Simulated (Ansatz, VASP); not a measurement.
# Al in VASP and in Ansatz

The input INCAR:

```
SYSTEM = Al
PREC = Accurate
ENCUT = 520
EDIFF = 1E-6
ISMEAR = 0
SIGMA = 0.15
LREAL = .False.
LASPH = .True.
NELM = 60
ALGO = Normal
ISIF = 2
LWAVE = .False.
LCHARG = .True.
LELF = .True.
LVHAR = .True.
NBANDS = 8
```

KPOINTS

```
regular mesh
0
Gamma
  22 22 22
  0 0 0
```

POSCAR

```
Al
1.0
   -1.6633566971      1.6633566971      1.5435950149
    1.6633566971     -1.6633566971      1.5435950149
    1.6633566971      1.6633566971     -1.5435950149
Al
1
Direct
    0.0000000000      0.0000000000      0.0000000000
```

Input for Ansatz:

```yaml
crystal:
  lattice:
    - [-1.6633566971, 1.6633566971, 1.5435950149]
    - [1.6633566971, -1.6633566971, 1.5435950149]
    - [1.6633566971, 1.6633566971, -1.5435950149]
  atoms:
    - { symbol: Al, position: [0.0, 0.0, 0.0] }
basis:
  ecutwfc: 420
kpoints:
  mp_grid: { grid: [22, 22, 22] }
hamiltonian:
  xc: lda
scf:
  occupations: { method: gaussian, width: 0.15 }
output:
  forces: true
  stress: true
  eigenvalues: true
```

Alike in both runs: task single point; functional LDA; k mesh 22 × 22 × 22; occupations gaussian, width 0.15 eV; no spin polarisation.

```csv
,VASP,Ansatz
version,VASP 6.6.1,Ansatz 0.2.0
potentials or method,"VASP PAW LDA potentials, release 64 (Al), cutoff 520 eV","scalar-relativistic, plane waves, PAW"
valence electrons in the cell,3,3
```

VASP gave:

```
gap on the k mesh at the Fermi level (eV)                     : none
pressure (GPa)                                                : -3.5
traceless stress, the component that is largest in VASP (GPa) : -1.29
```

Question: What did Ansatz give for the same quantities?

Answer: gap on the k mesh at the Fermi level (eV): none; pressure (GPa): -3.6; traceless stress, the component that is largest in VASP (GPa): -1.28.

LDA's correlation is that of Perdew and Zunger in VASP and of Perdew and Wang (1992) in Ansatz. A gap of «none» marks a metal or a gap that the smearing closes.
